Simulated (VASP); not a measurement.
Input of a VASP 6.6.1 run:

File INCAR:

```
PREC = Accurate
ENCUT = 520
EDIFF = 1E-6
ISMEAR = -1
SIGMA = 0.03
LREAL = F
LASPH = T
NELM = 60
ALGO = Normal
ISIF = 2
LWAVE = F
LCHARG = T
GGA = PE
LELF = T
LVHAR = T
NBANDS = 11
```

File KPOINTS:

```
Automatic mesh
0
Gamma
  16 16 16
```

The input POSCAR:

```
BN
1.0
    0.0000000000      1.8362026587      1.8362026587
    1.8362026587      0.0000000000      1.8362026587
    1.8362026587      1.8362026587      0.0000000000
B N
1 1
Direct
    0.0000000000      0.0000000000      0.0000000000
    0.2500000000      0.2500000000      0.2500000000
```

Potentials or basis: VASP PAW PBE potentials, release 64 (B, N).

Command:

```console
$ cat potpaw_PBE.64/B/POTCAR potpaw_PBE.64/N/POTCAR > POTCAR
$ mpirun -np 1 vasp_std > vasp.out
```

Problem. What does it give for the band gap on the k mesh?

Solution. 4.41 eV, indirect (least direct gap 8.60 eV).

Problem. Estimate the pressure.

Solution. -13.4 GPa.

 A k mesh can miss the band edges.
